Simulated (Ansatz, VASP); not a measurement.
One calculation of W, two programs

```xyz
1
Lattice="2.6377 0.0000 0.0000 0.0000 2.6377 0.0000 0.0000 0.0000 2.6377" Properties=species:S:1:pos:R:3 pbc="T T T"
W     0.0000    0.0000    0.0000
```

Alike in both runs: functional PBE; k mesh 12 × 12 × 12; occupations fermi-dirac, width 0.1 eV; no spin polarisation.

Ansatz relaxed the structure, and its values are those at the end. VASP's run is a single point on that final structure, the one shown.

|  | VASP | Ansatz |
| --- | --- | --- |
| version | VASP 6.6.1 | Ansatz 0.2.0 |
| potentials or method | VASP PAW PBE potentials, release 64 (W_sv), cutoff 520 eV | plane waves (420 eV) with PAW, scalar-relativistic |
| valence electrons in the cell | 14 | 14 |

Ansatz gave:

```
pressure (GPa) : 0.0
```

Q: What did VASP give for the same quantities?

A: Pressure (GPa): 0.5.

With one functional, cell and mesh, what is left measures potentials, basis and numerics.

Spin-orbit coupling is off throughout.
